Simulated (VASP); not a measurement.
# SiC (Cmc2_1) in VASP: single point with PBEsol

Aim: the single point of SiC with PBEsol.

Everything below comes from runs of VASP 6.6.1. Logs are shortened: lines on timing, memory, paths and dates and some standing lists are left out, and cuts for length are marked.

### 1 The cell of the first run

Symmetry: Cmc2_1, No. 36, orthorhombic system. Conventional cell: a = 3.051 Å, b = 5.356 Å, c = 5.052 Å, α = 90.00°, β = 90.00°, γ = 90.00°. Si (site symmetry m) has 4 C at 1.88 to 1.89 Å within 2.5 Å. Within 2.5 Å of C (site symmetry m) lie 4 Si at 1.88 to 1.89 Å.

### 2 Single point, PBEsol

File INCAR:

```
PREC = Accurate
ENCUT = 600
EDIFF = 1E-6
ISMEAR = -1
SIGMA = 0.05
LREAL = Auto
LASPH = True
NELM = 120
ALGO = Normal
ISIF = 2
LWAVE = False
LCHARG = False
GGA = PS
NBANDS = 246
GGA_COMPAT = False
```

File KPOINTS:

```
Automatic mesh
0
Gamma
  1 1 1
  0.5 0.5 0.5
```

File POSCAR:

```
SiC
1.0
    9.1524829738      0.0000000000      0.0000000000
    0.0000000000     10.7120215633      0.0000000000
    0.0000000000      0.0000000000     10.1037104097
Si C
48 48
Direct
    1.0000000000      0.1665307000      0.0003026000
    1.0000000000      0.1665307000      0.5003026000
    0.3333333000      0.1665307000      0.0003026000
    0.3333333000      0.1665307000      0.5003026000
    0.1666667000      0.4165307000      0.0003026000
    0.1666667000      0.4165307000      0.5003026000
    1.0000000000      0.6665307000      0.0003026000
    1.0000000000      0.6665307000      0.5003026000
    0.6666667000      0.1665307000      0.0003026000
    0.6666667000      0.1665307000      0.5003026000
    0.5000000000      0.4165307000      0.0003026000
    0.5000000000      0.4165307000      0.5003026000
    0.3333333000      0.6665307000      0.0003026000
    0.3333333000      0.6665307000      0.5003026000
    0.1666667000      0.9165307000      0.0003026000
    0.1666667000      0.9165307000      0.5003026000
    0.8333333000      0.4165307000      0.0003026000
    0.8333333000      0.4165307000      0.5003026000
    0.6666667000      0.6665307000      0.0003026000
    0.6666667000      0.6665307000      0.5003026000
    0.5000000000      0.9165307000      0.0003026000
    0.5000000000      0.9165307000      0.5003026000
    0.8333333000      0.9165307000      0.0003026000
    0.8333333000      0.9165307000      0.5003026000
    0.1666667000      0.0834693000      0.2503026000
    0.1666667000      0.0834693000      0.7503026000
    1.0000000000      0.3334693000      0.2503026000
    1.0000000000      0.3334693000      0.7503026000
    0.5000000000      0.0834693000      0.2503026000
    0.5000000000      0.0834693000      0.7503026000
    0.3333333000      0.3334693000      0.2503026000
    0.3333333000      0.3334693000      0.7503026000
    0.1666667000      0.5834693000      0.2503026000
    0.1666667000      0.5834693000      0.7503026000
    1.0000000000      0.8334693000      0.2503026000
    1.0000000000      0.8334693000      0.7503026000
    0.8333333000      0.0834693000      0.2503026000
    0.8333333000      0.0834693000      0.7503026000
    0.6666667000      0.3334693000      0.2503026000
    0.6666667000      0.3334693000      0.7503026000
    0.5000000000      0.5834693000      0.2503026000
    0.5000000000      0.5834693000      0.7503026000
    0.3333333000      0.8334693000      0.2503026000
    0.3333333000      0.8334693000      0.7503026000
    0.8333333000      0.5834693000      0.2503026000
    0.8333333000      0.5834693000      0.7503026000
    0.6666667000      0.8334693000      0.2503026000
    0.6666667000      0.8334693000      0.7503026000
    1.0000000000      0.1676420000      0.1876974000
    1.0000000000      0.1676420000      0.6876974000
    0.3333333000      0.1676420000      0.1876974000
    0.3333333000      0.1676420000      0.6876974000
    0.1666667000      0.4176420000      0.1876974000
    0.1666667000      0.4176420000      0.6876974000
    1.0000000000      0.6676420000      0.1876974000
    1.0000000000      0.6676420000      0.6876974000
    0.6666667000      0.1676420000      0.1876974000
    0.6666667000      0.1676420000      0.6876974000
    0.5000000000      0.4176420000      0.1876974000
    0.5000000000      0.4176420000      0.6876974000
    0.3333333000      0.6676420000      0.1876974000
    0.3333333000      0.6676420000      0.6876974000
    0.1666667000      0.9176420000      0.1876974000
    0.1666667000      0.9176420000      0.6876974000
    0.8333333000      0.4176420000      0.1876974000
    0.8333333000      0.4176420000      0.6876974000
    0.6666667000      0.6676420000      0.1876974000
    0.6666667000      0.6676420000      0.6876974000
    0.5000000000      0.9176420000      0.1876974000
    0.5000000000      0.9176420000      0.6876974000
    0.8333333000      0.9176420000      0.1876974000
    0.8333333000      0.9176420000      0.6876974000
    0.1666667000      0.0823580000      0.4376974000
    0.1666667000      0.0823580000      0.9376974000
    0.0000000000      0.3323580000      0.4376974000
    0.0000000000      0.3323580000      0.9376974000
    0.5000000000      0.0823580000      0.4376974000
    0.5000000000      0.0823580000      0.9376974000
    0.3333333000      0.3323580000      0.4376974000
    0.3333333000      0.3323580000      0.9376974000
    0.1666667000      0.5823580000      0.4376974000
    0.1666667000      0.5823580000      0.9376974000
    0.0000000000      0.8323580000      0.4376974000
    0.0000000000      0.8323580000      0.9376974000
    0.8333333000      0.0823580000      0.4376974000
    0.8333333000      0.0823580000      0.9376974000
    0.6666667000      0.3323580000      0.4376974000
    0.6666667000      0.3323580000      0.9376974000
    0.5000000000      0.5823580000      0.4376974000
    0.5000000000      0.5823580000      0.9376974000
    0.3333333000      0.8323580000      0.4376974000
    0.3333333000      0.8323580000      0.9376974000
    0.8333333000      0.5823580000      0.4376974000
    0.8333333000      0.5823580000      0.9376974000
    0.6666667000      0.8323580000      0.4376974000
    0.6666667000      0.8323580000      0.9376974000
```

Potentials or basis: VASP PAW PBE potentials, release 64 (Si, C).

On the command line:

```sh
cat potpaw_PBE.64/Si/POTCAR potpaw_PBE.64/C/POTCAR > POTCAR
mpirun -np 1 vasp_std > vasp.out
```

OUTCAR:

```text
PREC = Accurate
   ENCUT = 600
   EDIFF = 1E-6
   ISMEAR = -1
   LREAL = Auto
   LASPH = True
   NELM = 120
   ISIF = 2
   GGA = PS

 ion  position               nearest neighbor table
   1  0.000  0.167  0.000-  74 1.88  86 1.88  76 1.89  49 1.89   3 3.05   9 3.05   5 3.08  15 3.08
                            17 3.08  23 3.08  25 3.08  26 3.08  37 3.08  38 3.08  27 3.09  28 3.09
   2  0.000  0.167  0.500-  73 1.88  85 1.88  75 1.89  50 1.89   4 3.05  10 3.05   6 3.08  16 3.08
                            18 3.08  24 3.08  25 3.08  26 3.08  37 3.08  38 3.08  27 3.09  28 3.09
   3  0.333  0.167  0.000-  74 1.88  78 1.88  80 1.89  51 1.89   1 3.05   9 3.05   5 3.08  15 3.08
                            11 3.08  21 3.08  25 3.08  26 3.08  29 3.08  30 3.08  31 3.09  32 3.09
   4  0.333  0.167  0.500-  73 1.88  77 1.88  79 1.89  52 1.89   2 3.05  10 3.05   6 3.08  16 3.08
                            12 3.08  22 3.08  25 3.08  26 3.08  29 3.08  30 3.08  31 3.09  32 3.09
   5  0.167  0.417  0.000-  80 1.88  76 1.88  82 1.89  53 1.89  11 3.05  17 3.05  13 3.08   3 3.08
                             7 3.08   1 3.08  31 3.08  32 3.08  27 3.08  28 3.08  33 3.09  34 3.09
   6  0.167  0.417  0.500-  79 1.88  75 1.88  81 1.89  54 1.89  12 3.05  18 3.05  14 3.08   4 3.08
                             8 3.08   2 3.08  31 3.08  32 3.08  27 3.08  28 3.08  33 3.09  34 3.09
   7  0.000  0.667  0.000-  82 1.88  94 1.88  84 1.89  55 1.89  13 3.05  19 3.05  15 3.08  17 3.08
                             5 3.08  23 3.08  33 3.08  34 3.08  45 3.08  46 3.08  35 3.09  36 3.09
   8  0.000  0.667  0.500-  81 1.88  93 1.88  83 1.89  56 1.89  14 3.05  20 3.05  16 3.08  18 3.08
                             6 3.08  24 3.08  33 3.08  34 3.08  45 3.08  46 3.08  35 3.09  36 3.09
   9  0.667  0.167  0.000-  86 1.88  78 1.88  88 1.89  57 1.89   1 3.05   3 3.05  17 3.08  23 3.08
[... 125 lines left out ...]
  95  0.667  0.832  0.438-  24 1.88  22 1.88  20 1.89  47 1.89
  96  0.667  0.832  0.938-  23 1.88  21 1.88  19 1.89  48 1.89

  LATTYP: Found a simple orthorhombic cell.
 ALAT       =     9.1524829738
 B/A-ratio  =     1.1039310795
 C/A-ratio  =     1.1703951369

  Lattice vectors:

 A1 = (  -9.1524829738,   0.0000000000,   0.0000000000)
 A2 = (   0.0000000000,   0.0000000000,  10.1037104097)
 A3 = (   0.0000000000,  10.7120215633,   0.0000000000)

Analysis of symmetry for initial positions (statically):
=====================================================================
 Subroutine PRICEL returns following result:

  LATTYP: Found a base centered orthorhombic cell.
 ALAT       =     3.0508282681
 B/A-ratio  =     1.7555923543
 C/A-ratio  =     1.6558962881

  Lattice vectors:

 A1 = (  -1.5254141340,   2.6780053908,   0.0000000000)
 A2 = (  -1.5254141340,  -2.6780053908,   0.0000000000)
 A3 = (   0.0000000000,   0.0000000000,   5.0518552048)

  24 primitive cells build up your supercell.

 Routine SETGRP: Setting up the symmetry group for a
 simple orthorhombic supercell.

 Subroutine GETGRP returns: Found  4 space group operations
 (whereof  2 operations were pure point group operations)
 out of a pool of  8 trial point group operations.

The static configuration has the point symmetry C_1h.
 The point group associated with its full space group is C_2v.

Analysis of symmetry for dynamics (positions and initial velocities):
=====================================================================
 Subroutine PRICEL returns following result:

[... 84 lines left out ...]
   number of dos      NEDOS =    301   number of ions     NIONS =     96
   total plane-waves  NPLWV = 604800
   dimension x,y,z NGX =    80 NGY =   90 NGZ =   84
   dimension x,y,z NGXF=   160 NGYF=  180 NGZF=  168
   ions per type =              48  48
   NGX,Y,Z   is equivalent  to a cutoff of  14.53, 13.97, 13.82 a.u.
   NGXF,Y,Z  is equivalent  to a cutoff of  29.06, 27.94, 27.64 a.u.
 SYSTEM =  unknown system
   PREC   = accura    normal or accurate (medium, high low for compatibility)
   ISTART =      0    job   : 0-new  1-cont  2-samecut
   ICHARG =      2    charge: 1-file 2-atom 10-const
   ISPIN  =      1    spin polarized calculation?
   LNONCOLLINEAR =      F non collinear calculations
   LSORBIT =      F    spin-orbit coupling
   LASPH  =      T    aspherical Exc in radial PAW
   ENCUT  =  600.0 eV  44.10 Ry    6.64 a.u.  18.28 21.39 20.18*2*pi/ulx,y,z
   NELM   =    120;   NELMIN=  2; NELMDL= -5     # of ELM steps
   EDIFF  = 0.1E-05   stopping-criterion for ELM
   LREAL  =      T    real-space projection
   EDIFFG = 0.1E-04   stopping-criterion for IOM
   NSW    =      0    number of steps for IOM
   IBRION =     -1    ionic relax: 0-MD 1-quasi-New 2-CG
   NFREE  =      0    steps in history (QN), initial steepest desc. (CG)
   ISIF   =      2    stress and relaxation
   ISYM   =      2    0-nonsym 1-usesym 2-fastsym
   POTIM  = 0.5000    time-step for ionic-motion
   TEBEG  =    0.0;   TEEND  =   0.0 temperature during run
   PSTRESS=    0.0 pullay stress
   NELECT =     384.0000    total number of electrons
   NUPDOWN=      -1.0000    fix difference up-down
   EMIN   =  10.00;   EMAX   =-10.00  energy-range for DOS
   EFERMI =   0.00;   METHOD = LEGACY
   ISMEAR =    -1;   SIGMA  =   0.05  broadening in eV -4-tet -1-fermi 0-gaus
   EFERMI_NEDOS =   21; number of points for ismear=-14 and -15
   IALGO  =     38    algorithm
   IMIX   =      4    mixing-type and parameters
     AMIX     =   0.40;   BMIX     =  1.00
     AMIX_MAG =   1.60;   BMIX_MAG =  1.00
  volume/ion in A,a.u.               =      10.32        69.63
  Fermi-wavevector in a.u.,A,eV,Ry     =   1.193681  2.255729 19.386581  1.424873
  Thomas-Fermi vector in A             =   2.329689
   LORBIT       =      0    0 simple, 1 ext, 2 COOP (PROOUT), +10 PAW based schemes
   GGA     = PS    functional components
   LHFCALC =     F    Hartree Fock is set to
   AEXX    =    0.0000 exact exchange contribution
   IVDW    =     0    specifies the selected vdW correction
   LEPSILON=     F    determine dielectric tensor
   LRPA    =     F    only Hartree local field effects (RPA)
 non-spin polarized calculation
  energy-cutoff  :      600.00
  volume of cell :      990.58
 maximum number of plane-waves:     33064
 NGX is ok and might be reduce to    72
   NGX = 37   NGY = 43   NGZ = 41

 number of electron     384.0000006 magnetization

 Free energy of the ion-electron system (eV)
  ---------------------------------------------------
  ext. energy  EPLUGINS =         0.00000000
  ---------------------------------------------------
  free energy    TOTEN  =      -768.33533404 eV

  energy without entropy =     -768.33533404  energy(sigma->0) =     -768.33533404

 E-fermi :   8.7413     XC(G=0): -11.5165

 val. band max:        7.3989032221   @ k =   0.5000   0.5000   0.5000
 cond. band min:      11.7533333208   @ k =   0.5000   0.5000   0.5000
 fundamental gap:      4.3544300986
 Fermi energy:         8.7413030346

 k-point     1 :       0.5000    0.5000    0.5000
  band No.  band energies     occupation
      1      -6.4585      2.00000
      2      -6.4585      2.00000
      3      -6.4585      2.00000
      4      -6.4585      2.00000
      5      -6.4585      2.00000
      6      -6.4585      2.00000
[... 196 lines left out ...]
    203      12.2618      0.00000
    204      12.2618      0.00000
 [bands above 204 left out]

------------------------ aborting loop because EDIFF is reached ----------------------------------------

  FORCE on cell =-STRESS in cart. coord.  units (eV):
  Direction    XX          YY          ZZ          XY          YZ          ZX
  --------------------------------------------------------------------------------------
  -------------------------------------------------------------------------------------
  Total        1.3118176      1.4398173      1.1289149      0.0000000      0.0000000      0.0000000
  in kB        2.1217430      2.3287706      1.8259149      0.0000000      0.0000000      0.0000000
  external PRESSURE =       2.0921428 kB  Pullay stress =       0.0000000 kB

 VOLUME and BASIS-vectors are now :
 -----------------------------------------------------------------------------
  energy-cutoff  :      600.00
  volume of cell :      990.58
      direct lattice vectors                 reciprocal lattice vectors
     9.152482974  0.000000000  0.000000000     0.109259968  0.000000000  0.000000000
     0.000000000 10.712021563  0.000000000     0.000000000  0.093353061  0.000000000
     0.000000000  0.000000000 10.103710410     0.000000000  0.000000000  0.098973541

 POSITION                                       TOTAL-FORCE (eV/Angst)
 -----------------------------------------------------------------------------------
      0.00000      1.78388      0.00306        -0.000000      0.002676     -0.001235
      0.00000      1.78388      5.05491        -0.000000      0.002676     -0.001235
      3.05083      1.78388      0.00306        -0.000000      0.002676     -0.001235
      3.05083      1.78388      5.05491        -0.000000      0.002676     -0.001235
      1.52541      4.46189      0.00306         0.000000      0.002676     -0.001235
      1.52541      4.46189      5.05491         0.000000      0.002676     -0.001235
[... 88 lines left out ...]
      6.10166      8.91624      4.42237        -0.000000     -0.002350      0.001235
      6.10166      8.91624      9.47422        -0.000000     -0.002350      0.001235
 -----------------------------------------------------------------------------------
    total drift:                                0.000000      0.000000     -0.001930

  FREE ENERGIE OF THE ION-ELECTRON SYSTEM (eV)
  ---------------------------------------------------
  free  energy   TOTEN  =      -768.3353340432 eV

  energy  without entropy=     -768.3353340432  energy(sigma->0) =     -768.33533404
```

It took 15 min on 1 thread of Intel Xeon Platinum 8259CL at 2.50GHz (Skylake/Cascade Lake), shared host; peak memory 1.1 GiB.

Results:

* Free energy: -768.3353 eV
* Pressure: 0.2 GPa
* Band gap on the k mesh: 4.35 eV

Forces on the atoms (eV/Å):
```
Si   0.000  0.003 -0.001
Si   0.000  0.003 -0.001
Si   0.000  0.003 -0.001
Si   0.000  0.003 -0.001
Si   0.000  0.003 -0.001
Si   0.000  0.003 -0.001
Si   0.000  0.003 -0.001
Si   0.000  0.003 -0.001
Si   0.000  0.003 -0.001
Si   0.000  0.003 -0.001
Si   0.000  0.003 -0.001
Si   0.000  0.003 -0.001
Si   0.000  0.003 -0.001
Si   0.000  0.003 -0.001
Si   0.000  0.003 -0.001
Si   0.000  0.003 -0.001
Si   0.000  0.003 -0.001
Si   0.000  0.003 -0.001
Si   0.000  0.003 -0.001
Si   0.000  0.003 -0.001
Si   0.000  0.003 -0.001
Si   0.000  0.003 -0.001
Si   0.000  0.003 -0.001
Si   0.000  0.003 -0.001
Si   0.000 -0.003 -0.001
Si   0.000 -0.003 -0.001
Si   0.000 -0.003 -0.001
Si   0.000 -0.003 -0.001
Si   0.000 -0.003 -0.001
Si   0.000 -0.003 -0.001
Si   0.000 -0.003 -0.001
Si   0.000 -0.003 -0.001
Si   0.000 -0.003 -0.001
Si   0.000 -0.003 -0.001
Si   0.000 -0.003 -0.001
Si   0.000 -0.003 -0.001
Si   0.000 -0.003 -0.001
Si   0.000 -0.003 -0.001
Si   0.000 -0.003 -0.001
Si   0.000 -0.003 -0.001
Si   0.000 -0.003 -0.001
Si   0.000 -0.003 -0.001
Si   0.000 -0.003 -0.001
Si   0.000 -0.003 -0.001
Si   0.000 -0.003 -0.001
Si   0.000 -0.003 -0.001
Si   0.000 -0.003 -0.001
Si   0.000 -0.003 -0.001
C    0.000  0.002  0.001
C    0.000  0.002  0.001
C    0.000  0.002  0.001
C    0.000  0.002  0.001
C    0.000  0.002  0.001
C    0.000  0.002  0.001
C    0.000  0.002  0.001
C    0.000  0.002  0.001
C    0.000  0.002  0.001
C    0.000  0.002  0.001
C    0.000  0.002  0.001
C    0.000  0.002  0.001
C    0.000  0.002  0.001
C    0.000  0.002  0.001
C    0.000  0.002  0.001
C    0.000  0.002  0.001
C    0.000  0.002  0.001
C    0.000  0.002  0.001
C    0.000  0.002  0.001
C    0.000  0.002  0.001
C    0.000  0.002  0.001
C    0.000  0.002  0.001
C    0.000  0.002  0.001
C    0.000  0.002  0.001
C    0.000 -0.002  0.001
C    0.000 -0.002  0.001
C    0.000 -0.002  0.001
C    0.000 -0.002  0.001
C    0.000 -0.002  0.001
C    0.000 -0.002  0.001
C    0.000 -0.002  0.001
C    0.000 -0.002  0.001
C    0.000 -0.002  0.001
C    0.000 -0.002  0.001
C    0.000 -0.002  0.001
C    0.000 -0.002  0.001
C    0.000 -0.002  0.001
C    0.000 -0.002  0.001
C    0.000 -0.002  0.001
C    0.000 -0.002  0.001
C    0.000 -0.002  0.001
C    0.000 -0.002  0.001
C    0.000 -0.002  0.001
C    0.000 -0.002  0.001
C    0.000 -0.002  0.001
C    0.000 -0.002  0.001
C    0.000 -0.002  0.001
C    0.000 -0.002  0.001
```

Caveat: the k points lie up to 0.69 Å⁻¹ apart; the PAW data sets were made with another functional, which shifts forces and pressure a little; a shifted mesh leaves out Γ, where band edges can lie. A k mesh can miss the band edges.
